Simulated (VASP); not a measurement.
# LiCl (Fm-3m) in VASP: notebook, part 2 of 2

VASP 6.6.1. The steps go on from the part before.

### 3 Single point, PBEsol

INCAR reads:

```
ALGO = Normal
EDIFF = 1E-7
ENCUT = 520
GGA = PS
ISIF = 2
ISMEAR = 0
LASPH = T
LCHARG = F
LREAL = F
LWAVE = F
NBANDS = 12
NELM = 100
PREC = Accurate
SIGMA = 0.05
```

KPOINTS reads:

```
k-points
0
Gamma
  8 8 8
```

POSCAR reads:

```
LiCl
1.0
    0.0000000000      2.5647600000      2.5647600000
    2.5647600000      0.0000000000      2.5647600000
    2.5647600000      2.5647600000      0.0000000000
Li Cl
1 1
Direct
    0.0000000000      0.0000000000      0.0000000000
    0.5000000000      0.5000000000      0.5000000000
```

Potentials or basis: VASP PAW PBE potentials, release 64 (Li_sv, Cl).

Command:

```bash
$ cat potpaw_PBE.64/Li_sv/POTCAR potpaw_PBE.64/Cl/POTCAR > POTCAR
$ mpirun -np 1 vasp_std > vasp.out
```

OUTCAR:

```text
EDIFF = 1E-7
   ENCUT = 520
   GGA = PS
   ISIF = 2
   ISMEAR = 0
   LASPH = T
   LREAL = F
   NELM = 100
   PREC = Accurate

 ion  position               nearest neighbor table
   1  0.000  0.000  0.000-   2 2.56   2 2.56   2 2.56   2 2.56   2 2.56   2 2.56
   2  0.500  0.500  0.500-   1 2.56   1 2.56   1 2.56   1 2.56   1 2.56   1 2.56

  LATTYP: Found a face centered cubic cell.
 ALAT       =     5.1295200000

  Lattice vectors:

 A1 = (   0.0000000000,   2.5647600000,   2.5647600000)
 A2 = (   2.5647600000,   0.0000000000,   2.5647600000)
 A3 = (   2.5647600000,   2.5647600000,   0.0000000000)

Analysis of symmetry for initial positions (statically):
=====================================================================
 Subroutine PRICEL returns:
 Original cell was already a primitive cell.

 Routine SETGRP: Setting up the symmetry group for a
 face centered cubic supercell.

 Subroutine GETGRP returns: Found 48 space group operations
 (whereof 48 operations were pure point group operations)
 out of a pool of 48 trial point group operations.

The static configuration has the point symmetry O_h .

Analysis of symmetry for dynamics (positions and initial velocities):
=====================================================================
 Subroutine PRICEL returns:
 Original cell was already a primitive cell.

 Routine SETGRP: Setting up the symmetry group for a
 face centered cubic supercell.

 Subroutine GETGRP returns: Found 48 space group operations
 (whereof 48 operations were pure point group operations)
 out of a pool of 48 trial point group operations.

The dynamic configuration has the point symmetry O_h .

 Subroutine INISYM returns: Found 48 space group operations
 (whereof 48 operations are pure point group operations),
 and found     1 'primitive' translations

----------------------------------------------------------------------------------------

                                     Primitive cell

  volume of cell :      33.7420

[... 117 lines left out ...]
   LEPSILON=     F    determine dielectric tensor
   LRPA    =     F    only Hartree local field effects (RPA)
 non-spin polarized calculation
 Gauss-broadening in eV      SIGMA  =   0.05
  energy-cutoff  :      520.00
  volume of cell :       33.74
 maximum number of plane-waves:       934
   NGX = 13   NGY = 13   NGZ = 13

 number of electron      10.0000005 magnetization

 Free energy of the ion-electron system (eV)
  ---------------------------------------------------
  ext. energy  EPLUGINS =         0.00000000
  ---------------------------------------------------
  free energy    TOTEN  =        -7.63438915 eV

  energy without entropy =       -7.63438915  energy(sigma->0) =       -7.63438915

 E-fermi :   0.8988     XC(G=0):  -8.9103

 val. band max:        0.5348271356   @ k =   0.0000   0.0000   0.0000
 cond. band min:       6.6721739783   @ k =   0.0000   0.0000   0.0000
 fundamental gap:      6.1373468427
 Fermi energy:         0.8987773458

 k-point     1 :       0.0000    0.0000    0.0000
  band No.  band energies     occupation
      1     -42.2803      2.00000
      2     -12.8578      2.00000
      3       0.5348      2.00000
      4       0.5348      2.00000
      5       0.5348      2.00000
      6       6.6722      0.00000
      7      12.3465      0.00000
      8      12.3465      0.00000
      9      12.3465      0.00000
     10      14.9507      0.00000
     11      14.9508      0.00000
     12      14.9515      0.00000
[... 331 lines left out ...]
 k-point    24 :      -0.3750    0.2500    0.1250
  band No.  band energies     occupation
      1     -42.2770      2.00000
      2     -12.1595      2.00000
      3      -2.0640      2.00000
      4      -0.8036      2.00000
      5      -0.0570      2.00000
      6       8.5761      0.00000
      7       9.7508      0.00000
      8      10.9826      0.00000
      9      12.1466      0.00000
     10      15.9519      0.00000
     11      16.5640      0.00000
     12      18.6957      0.00000

 [... further k-points ...]

------------------------ aborting loop because EDIFF is reached ----------------------------------------

  FORCE on cell =-STRESS in cart. coord.  units (eV):
  Direction    XX          YY          ZZ          XY          YZ          ZX
  --------------------------------------------------------------------------------------
  -------------------------------------------------------------------------------------
  Total       -0.2769916     -0.2769916     -0.2769916      0.0000000      0.0000000      0.0000000
  in kB      -13.1524591    -13.1524591    -13.1524591      0.0000000      0.0000000      0.0000000
  external PRESSURE =     -13.1524591 kB  Pullay stress =       0.0000000 kB

 VOLUME and BASIS-vectors are now :
 -----------------------------------------------------------------------------
  energy-cutoff  :      520.00
  volume of cell :       33.74
      direct lattice vectors                 reciprocal lattice vectors
     0.000000000  2.564760000  2.564760000    -0.194950015  0.194950015  0.194950015
     2.564760000  0.000000000  2.564760000     0.194950015 -0.194950015  0.194950015
     2.564760000  2.564760000  0.000000000     0.194950015  0.194950015 -0.194950015

 POSITION                                       TOTAL-FORCE (eV/Angst)
 -----------------------------------------------------------------------------------
      0.00000      0.00000      0.00000        -0.000000      0.000000      0.000000
      2.56476      2.56476      2.56476         0.000000     -0.000000     -0.000000
 -----------------------------------------------------------------------------------
    total drift:                                0.000000      0.000000      0.000000

  FREE ENERGIE OF THE ION-ELECTRON SYSTEM (eV)
  ---------------------------------------------------
  free  energy   TOTEN  =        -7.6343891454 eV

  energy  without entropy=       -7.6343891454  energy(sigma->0) =       -7.63438915
```

OSZICAR:

```text
N       E                     dE             d eps       ncg     rms          rms(c)
DAV:   1     0.382934558596E+02    0.38293E+02   -0.39796E+03   696   0.756E+02
DAV:   2    -0.537414652750E+01   -0.43668E+02   -0.42136E+02   896   0.138E+02
DAV:   3    -0.762717787886E+01   -0.22530E+01   -0.22443E+01   928   0.330E+01
DAV:   4    -0.768841343514E+01   -0.61236E-01   -0.61205E-01   976   0.520E+00
DAV:   5    -0.768910943088E+01   -0.69600E-03   -0.69598E-03   892   0.549E-01    0.228E+00
DAV:   6    -0.763324478588E+01    0.55865E-01   -0.10990E-01   908   0.153E+00    0.154E+00
DAV:   7    -0.763239083705E+01    0.85395E-03   -0.34277E-02  1084   0.979E-01    0.755E-01
DAV:   8    -0.763437597160E+01   -0.19851E-02   -0.35847E-03   844   0.421E-01    0.115E-01
DAV:   9    -0.763436123834E+01    0.14733E-04   -0.16059E-04   916   0.882E-02    0.399E-02
DAV:  10    -0.763438803935E+01   -0.26801E-04   -0.51668E-05   828   0.495E-02    0.313E-02
DAV:  11    -0.763438906830E+01   -0.10289E-05   -0.71078E-06   892   0.168E-02    0.241E-03
DAV:  12    -0.763438914537E+01   -0.77071E-07   -0.18532E-07   824   0.355E-03
   1 F= -.76343891E+01 E0= -.76343891E+01  d E =-.189881E-26
```

stdout:

```text
POSCAR found type information on POSCAR LiCl
 POSCAR found :  2 types and       2 ions
 scaLAPACK will be used
 -----------------------------------------------------------------------------
|                                                                             |
|                                                                             |
|     You enforced a specific xc type in the INCAR file but a different       |
|     I HOPE YOU KNOW WHAT YOU ARE DOING!                                     |
|                                                                             |
 -----------------------------------------------------------------------------

 LDA part: xc-table for (Slater+PW92), standard interpolation
 POSCAR, INCAR and KPOINTS ok, starting setup
 FFT: planning ... GRIDC
 FFT: planning ... GRID_SOFT
 FFT: planning ... GRID
 WAVECAR not read
 entering main loop
```

Wall time 11 s (1 thread of AMD EPYC 7R13 (Zen 3), shared host); peak memory 0.12 GiB.

What came out:

- Free energy: -7.6344 eV
- Band gap on the k mesh: 6.14 eV, direct

Caveat: the cutoff is under 1.25 times the usual one of these potentials, so pressure, stress and relaxed cells hold a basis-set (Pulay) error; the PAW data sets were made with another functional, which shifts forces and pressure a little. A k mesh can miss the band edges.
